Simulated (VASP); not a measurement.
# K (Cmcm) in VASP: notebook

K is run at these levels: PBEsol; tasks: relaxation of cell and atoms, single point.

Everything below comes from runs of VASP 6.6.1. Logs are shortened: lines on timing, memory, paths and dates and some standing lists are left out, and cuts for length are marked.

## 1. The cell of the first run

The typed cell holds 2 atoms: a = 3.102 Å, b = 3.102 Å, c = 5.238 Å, α = 90.00°, β = 90.00°, γ = 120.02°.

## 2. Relaxation of cell and atoms, PBEsol, target pressure 50 GPa, at which the enthalpy is minimised

File INCAR:

```
SYSTEM = K
  PREC = Accurate
  ENCUT = 600
  EDIFF = 1E-6
  ISMEAR = 0
  SIGMA = 0.1
  LREAL = .FALSE.
  LASPH = .TRUE.
  NELM = 100
  ALGO = Normal
  ISIF = 3
  LWAVE = .FALSE.
  LCHARG = .FALSE.
  GGA = PS
  IBRION = 2
  NSW = 70
  EDIFFG = -0.008
  PSTRESS = 500.0
```

File KPOINTS:

```
Automatic mesh
0
G
  16 16 8
  0 0 0
```

File POSCAR:

```
K
1.0
    1.5502992357     -2.6865197411      0.0000000000
    1.5502992357      2.6865197411      0.0000000000
    0.0000000000      0.0000000000      5.2376609156
K
2
Direct
    0.8329099719      0.1670900281      0.2500000000
    0.1670900281      0.8329099719      0.7500000000
```

Potentials or basis: VASP PAW PBE potentials, release 64 (K_sv).

Launch:

```bash
> cat potpaw_PBE.64/K_sv/POTCAR > POTCAR
> mpirun -np 1 vasp_std > vasp.out
```

OUTCAR:

```text
SYSTEM = K
   PREC = Accurate
   ENCUT = 600
   EDIFF = 1E-6
   ISMEAR = 0
   LREAL = .FALSE.
   LASPH = .TRUE.
   NELM = 100
   ISIF = 3
   GGA = PS
   IBRION = 2
   NSW = 70
   EDIFFG = -0.008
   PSTRESS = 500.0

 ion  position               nearest neighbor table
   1  0.833  0.167  0.250-   2 3.17   2 3.17   2 3.17   2 3.17   2 3.18   2 3.18
   2  0.167  0.833  0.750-   1 3.17   1 3.17   1 3.17   1 3.17   1 3.18   1 3.18

  LATTYP: Found a base centered orthorhombic cell.
 ALAT       =     3.1005984714
 B/A-ratio  =     1.7329039964
 C/A-ratio  =     1.6892419202

  Lattice vectors:

 A1 = (   1.5502992357,  -2.6865197411,   0.0000000000)
 A2 = (   1.5502992357,   2.6865197411,   0.0000000000)
 A3 = (   0.0000000000,   0.0000000000,   5.2376609156)

Analysis of symmetry for initial positions (statically):
=====================================================================
 Subroutine PRICEL returns:
 Original cell was already a primitive cell.

 Routine SETGRP: Setting up the symmetry group for a
 base centered orthorhombic supercell.

 Subroutine GETGRP returns: Found  8 space group operations
 (whereof  4 operations were pure point group operations)
 out of a pool of  8 trial point group operations.

The static configuration has the point symmetry C_2h.
 The point group associated with its full space group is D_2h.

Analysis of symmetry for dynamics (positions and initial velocities):
=====================================================================
 Subroutine PRICEL returns:
 Original cell was already a primitive cell.

 Routine SETGRP: Setting up the symmetry group for a
 base centered orthorhombic supercell.

 Subroutine GETGRP returns: Found  8 space group operations
 (whereof  4 operations were pure point group operations)
 out of a pool of  8 trial point group operations.

The dynamic configuration has the point symmetry C_2h.
 The point group associated with its full space group is D_2h.

 Subroutine INISYM returns: Found  8 space group operations
 (whereof  4 operations are pure point group operations),
 and found     1 'primitive' translations

----------------------------------------------------------------------------------------

                                     Primitive cell

  volume of cell :      43.6288

  direct lattice vectors                    reciprocal lattice vectors
     1.550299236 -2.686519741  0.000000000     0.322518381 -0.186114396  0.000000000
     1.550299236  2.686519741  0.000000000     0.322518381  0.186114396  0.000000000
     0.000000000  0.000000000  5.237660916     0.000000000  0.000000000  0.190924922

  length of vectors
     3.101744032  3.101744032  5.237660916     0.372366318  0.372366318  0.190924922

  position of ions in fractional coordinates (direct lattice)
     0.832909972  0.167090028  0.250000000
     0.167090028  0.832909972  0.750000000

  ion indices of the primitive-cell ions
   primitive index   ion index
                 1           1
                 2           2

----------------------------------------------------------------------------------------

 KPOINTS: Automatic mesh

Automatic generation of k-mesh.
 Grid dimensions read from file:
 generate k-points for:   16   16    8

 Generating k-lattice:

  Cartesian coordinates                     Fractional coordinates (reciprocal lattice)
     0.020157399 -0.011632150  0.000000000     0.062500000  0.000000000  0.000000000
     0.020157399  0.011632150  0.000000000     0.000000000  0.062500000  0.000000000
     0.000000000  0.000000000  0.023865615     0.000000000  0.000000000  0.125000000

  Length of vectors
     0.023272895  0.023272895  0.023865615

  Shift w.r.t. Gamma in fractional coordinates (k-lattice)
     0.000000000  0.000000000  0.000000000

 Subroutine IBZKPT returns following result:
 ===========================================

 Found    365 irreducible k-points:

 Following reciprocal coordinates:
            Coordinates               Weight
  0.000000  0.000000  0.000000      1.000000
  0.062500  0.000000  0.000000      4.000000
  0.125000  0.000000  0.000000      4.000000
  0.187500  0.000000  0.000000      4.000000
  0.250000  0.000000  0.000000      4.000000
  0.312500 -0.000000  0.000000      4.000000
[... 16 lines left out ...]
 -0.125000  0.062500  0.000000      4.000000
 -0.062500  0.062500  0.000000      2.000000
 [... further k-points ...]
   k-points           NKPTS =    365   k-points in BZ     NKDIM =    365   number of bands    NBANDS=     13
   number of dos      NEDOS =    301   number of ions     NIONS =      2
   total plane-waves  NPLWV =  32928
   dimension x,y,z NGX =    28 NGY =   28 NGZ =   42
   dimension x,y,z NGXF=    56 NGYF=   56 NGZF=   84
   ions per type =               2
   NGX,Y,Z   is equivalent  to a cutoff of  15.01, 15.01, 13.33 a.u.
   NGXF,Y,Z  is equivalent  to a cutoff of  30.01, 30.01, 26.66 a.u.
 SYSTEM =  K
   PREC   = accura    normal or accurate (medium, high low for compatibility)
   ISTART =      0    job   : 0-new  1-cont  2-samecut
   ICHARG =      2    charge: 1-file 2-atom 10-const
   ISPIN  =      1    spin polarized calculation?
   LNONCOLLINEAR =      F non collinear calculations
   LSORBIT =      F    spin-orbit coupling
   LASPH  =      T    aspherical Exc in radial PAW
   ENCUT  =  600.0 eV  44.10 Ry    6.64 a.u.   6.19  6.19 10.46*2*pi/ulx,y,z
   NELM   =    100;   NELMIN=  2; NELMDL= -5     # of ELM steps
   EDIFF  = 0.1E-05   stopping-criterion for ELM
   LREAL  =      F    real-space projection
   EDIFFG = -.8E-02   stopping-criterion for IOM
   NSW    =     70    number of steps for IOM
   IBRION =      2    ionic relax: 0-MD 1-quasi-New 2-CG
   NFREE  =      1    steps in history (QN), initial steepest desc. (CG)
   ISIF   =      3    stress and relaxation
   ISYM   =      2    0-nonsym 1-usesym 2-fastsym
   POTIM  = 0.5000    time-step for ionic-motion
   TEBEG  =    0.0;   TEEND  =   0.0 temperature during run
   PSTRESS=  500.0 pullay stress
   NELECT =      18.0000    total number of electrons
   NUPDOWN=      -1.0000    fix difference up-down
   EMIN   =  10.00;   EMAX   =-10.00  energy-range for DOS
   EFERMI =   0.00;   METHOD = LEGACY
   ISMEAR =     0;   SIGMA  =   0.10  broadening in eV -4-tet -1-fermi 0-gaus
   EFERMI_NEDOS =   21; number of points for ismear=-14 and -15
   IALGO  =     38    algorithm
   IMIX   =      4    mixing-type and parameters
     AMIX     =   0.40;   BMIX     =  1.00
     AMIX_MAG =   1.60;   BMIX_MAG =  1.00
  volume/ion in A,a.u.               =      21.81       147.21
  Fermi-wavevector in a.u.,A,eV,Ry     =   1.218731  2.303068 20.208820  1.485306
  Thomas-Fermi vector in A             =   2.354008
   LORBIT       =      0    0 simple, 1 ext, 2 COOP (PROOUT), +10 PAW based schemes
   GGA     = PS    functional components
   LHFCALC =     F    Hartree Fock is set to
   AEXX    =    0.0000 exact exchange contribution
   IVDW    =     0    specifies the selected vdW correction
   LEPSILON=     F    determine dielectric tensor
   LRPA    =     F    only Hartree local field effects (RPA)
 conjugate gradient relaxation of ions
 non-spin polarized calculation
 Gauss-broadening in eV      SIGMA  =   0.10
  energy-cutoff  :      600.00
  volume of cell :       43.63
 maximum number of plane-waves:      1479
 NGX is ok and might be reduce to    28
   NGX = 13   NGY = 13   NGZ = 21

--------------------------------------- Ionic step        1  -------------------------------------------

 number of electron      17.9999999 magnetization

 Free energy of the ion-electron system (eV)
  ---------------------------------------------------
  ext. energy  EPLUGINS =         0.00000000
  ---------------------------------------------------
  free energy    TOTEN  =         1.86126908 eV

  energy without entropy =        1.87416445  energy(sigma->0) =        1.86771677

 E-fermi :   4.7743     XC(G=0):  -9.8659

 val. band max:        4.7735221602   @ k =  -0.1875   0.1875   0.3750
 cond. band min:       4.7747864235   @ k =   0.1875   0.0000   0.3750
 fundamental gap:      0.0012642633
 Fermi energy:         4.7743231942

 k-point     1 :       0.0000    0.0000    0.0000
  band No.  band energies     occupation
      1     -28.1657      2.00000
      2     -27.7147      2.00000
      3     -12.6945      2.00000
      4     -10.6286      2.00000
      5     -10.6265      2.00000
      6     -10.4956      2.00000
      7     -10.4147      2.00000
      8     -10.4128      2.00000
      9       1.4948      2.00000
     10       4.4612      1.99999
     11       7.9172      0.00000
     12       8.8172      0.00000
     13       9.1832      0.00000
[... 354 lines left out ...]
  band No.  band energies     occupation
      1     -28.1489      2.00000
      2     -27.7049      2.00000
      3     -12.6652      2.00000
      4     -10.7077      2.00000
      5     -10.6514      2.00000
      6     -10.5020      2.00000
      7     -10.4986      2.00000
      8     -10.4221      2.00000
      9       1.6372      2.00000
     10       4.5995      1.98657
     11       7.7653      0.00000
     12       8.6071      0.00000
     13       9.2634      0.00000

 [... further k-points ...]
[... 5 lines left out ...]
  --------------------------------------------------------------------------------------
  -------------------------------------------------------------------------------------
  Total        7.6852682      7.6922666      7.8273174      0.0000000     -0.0000000      0.0000000
  in kB      282.2257690    282.4827706    287.4422350      0.0000000     -0.0000000      0.0000000
  external PRESSURE =    -215.9497418 kB  Pullay stress =     500.0000000 kB
[... 97 lines left out ...]
  energy  without entropy=        5.3076232536  energy(sigma->0) =        5.30365280

  enthalpy is  TOTEN    =        14.2166509452 eV   P V=        8.9169685923

[... ionic steps 4 to 7 ...]

--------------------------------------- Ionic step        8  -------------------------------------------

 number of electron      18.0000000 magnetization

------------------------ aborting loop because EDIFF is reached ----------------------------------------
[... 71 lines left out ...]
--------------------------------------- Ionic step       10  -------------------------------------------

 number of electron      18.0000000 magnetization

 Free energy of the ion-electron system (eV)
  ---------------------------------------------------
  ext. energy  EPLUGINS =         0.00000000
  ---------------------------------------------------
  free energy    TOTEN  =         5.41268275 eV

  energy without entropy =        5.41948129  energy(sigma->0) =        5.41608202

 E-fermi :   7.7622     XC(G=0): -12.0000

 val. band max:        7.7617007701   @ k =   0.0625   0.0000   0.2500
 cond. band min:       7.7622298248   @ k =  -0.0625   0.0625   0.2500
 fundamental gap:      0.0005290547
 Fermi energy:         7.7621890228

 k-point     1 :       0.0000    0.0000    0.0000
  band No.  band energies     occupation
      1     -27.0709      2.00000
      2     -25.3665      2.00000
      3     -12.3141      2.00000
      4      -7.3626      2.00000
      5      -7.3625      2.00000
      6      -6.8082      2.00000
      7      -6.7779      2.00000
      8      -6.7727      2.00000
      9       6.7139      2.00000
     10       7.2647      2.00000
     11      11.9065      0.00000
     12      11.9947      0.00000
     13      12.0048      0.00000
[... 354 lines left out ...]
  band No.  band energies     occupation
      1     -27.0219      2.00000
      2     -25.3378      2.00000
      3     -12.2532      2.00000
      4      -7.5717      2.00000
      5      -7.4241      2.00000
      6      -6.9680      2.00000
      7      -6.8288      2.00000
      8      -6.7896      2.00000
      9       6.9353      2.00000
     10       7.4805      1.99993
     11      11.3848      0.00000
     12      12.1967      0.00000
     13      12.3903      0.00000

 [... further k-points ...]
[... 5 lines left out ...]
  --------------------------------------------------------------------------------------
  -------------------------------------------------------------------------------------
  Total        8.7948899      8.7866296      8.8063805      0.0000000     -0.0000000      0.0000000
  in kB      499.8852821    499.4157845    500.5383877      0.0000000     -0.0000000      0.0000000
  external PRESSURE =      -0.0535152 kB  Pullay stress =     500.0000000 kB
[... 21 lines left out ...]
  energy  without entropy=        5.4194812937  energy(sigma->0) =        5.41608202

  enthalpy is  TOTEN    =        14.2095909440 eV   P V=        8.7969081920

 reached required accuracy - stopping structural energy minimisation
```

Run time: 32 min. Hardware: 1 thread of AMD EPYC 7R43 (Zen 3), shared host; peak memory 0.32 GiB.

Results:

```
Free energy                                            : 5.4127 eV
Relaxed volume                                         : 14.09 Å³/atom
Relaxed cell                                           : a = 2.705 Å, b = 2.705 Å, c = 4.450 Å, α = 90.00°, β = 90.00°, γ = 120.03°
Space group after relaxing (to 0.05 Å)                 : P6_3/mmc (No. 194)
Energy change on relaxing (the enthalpy is what falls) : +1775.7 meV/atom
Ionic steps                                            : 10
Pressure after relaxing                                : 50.0 GPa
Largest force after relaxing                           : 0.005 eV/Å
Band gap on the k mesh                                 : zero (band 9 reaches 9.25 eV, above the bottom of band 10 at 6.50 eV)
```

Forces on the atoms (eV/Å):
```
K    0.000 -0.005  0.000
K    0.000  0.005  0.000
```

Step by step:
```
step  energy change (eV)  largest force (eV/Å)  pressure (GPa)  volume (Å³)
   1              0.0000                0.0019           28.41        43.63
   2              3.7578                0.0094           53.39        27.57
   3              3.4384                0.0092           48.81        28.57
   4              3.5203                0.0093           50.02        28.31
   5              3.5267                0.0084           49.87        28.27
   6              3.5366                0.0062           49.81        28.24
   7              3.5377                0.0059           49.83        28.23
   8              3.5383                0.0058           49.82        28.23
   9              3.5626                0.0040           50.16        28.15
  10              3.5514                0.0048           49.99        28.19
```

Final structure:
```cif
data_structure
_symmetry_space_group_name_H-M 'P 1'
_symmetry_Int_Tables_number 1
_cell_length_a 2.7050
_cell_length_b 2.7050
_cell_length_c 4.4498
_cell_angle_alpha 90.000
_cell_angle_beta 90.000
_cell_angle_gamma 120.029
_cell_volume 28.19
loop_
_atom_site_label
_atom_site_type_symbol
_atom_site_fract_x
_atom_site_fract_y
_atom_site_fract_z
_atom_site_occupancy
K1 K 0.83314 0.16686 0.25000 1
K2 K 0.16686 0.83314 0.75000 1
```

Caveat: the cell is relaxed towards a set pressure, so the enthalpy falls and the energy may rise; the volume moved by over 15 % at a fixed basis, so the end points are rough; the PAW data sets were made with another functional, which shifts forces and pressure a little.

## 3. Single point, PBEsol

This run uses another cell than the first one, of 58.93 Å³/atom, 2.701 times its volume.

File INCAR:

```
SYSTEM = K
ALGO = Normal
EDIFF = 1E-6
ENCUT = 520
GGA = PS
ISIF = 2
ISMEAR = 0
LASPH = .True.
LCHARG = .False.
LREAL = .False.
LWAVE = .False.
NBANDS = 16
NELM = 100
PREC = Accurate
SIGMA = 0.1
```

File KPOINTS:

```
k-points
0
Gamma
  10 10 6
  0 0 0
```

File POSCAR:

```
K
1.0
    2.2020127563     -3.7801019183      0.0000000000
    2.2020127563      3.7801019183      0.0000000000
    0.0000000000      0.0000000000      7.0790859687
K
2
Direct
    0.8306765733      0.1693234267      0.2500000000
    0.1693234267      0.8306765733      0.7500000000
```

Potentials or basis: VASP PAW PBE potentials, release 64 (K_sv).

Launch:

```bash
> cat potpaw_PBE.64/K_sv/POTCAR > POTCAR
> mpirun -np 1 vasp_std > vasp.out
```

Wall time 4.3 min (1 thread of AMD EPYC 7R43 (Zen 3), shared host); peak memory 0.32 GiB.

The run converged. Its results:

```
Free energy            : -2.2071 eV
Pressure               : 1.0 GPa
Band gap on the k mesh : zero (band 9 reaches 1.32 eV, above the bottom of band 10 at -1.26 eV)
```

Levels at points of the mesh, in eV from the Fermi level:
```tsv
k point	band 7	band 8	band 9	band 10	band 11	band 12
(0.00, 0.00, 0.00)	-15.35	-15.35	-2.48	0.35	0.72	4.21
(0.50, 0.00, 0.00)	-15.38	-15.37	0.12	0.28	1.60	1.96
(0.50, 0.50, 0.00)	-15.38	-15.37	0.15	0.31	1.58	1.93
(0.00, 0.00, 0.50)	-15.36	-15.36	-1.61	-1.61	2.95	2.95
(0.50, 0.00, 0.50)	-15.38	-15.38	0.58	0.58	1.03	1.03
(0.50, 0.50, 0.50)	-15.39	-15.39	0.60	0.60	1.06	1.06
```

Caveat: the PAW data sets were made with another functional, which shifts forces and pressure a little.
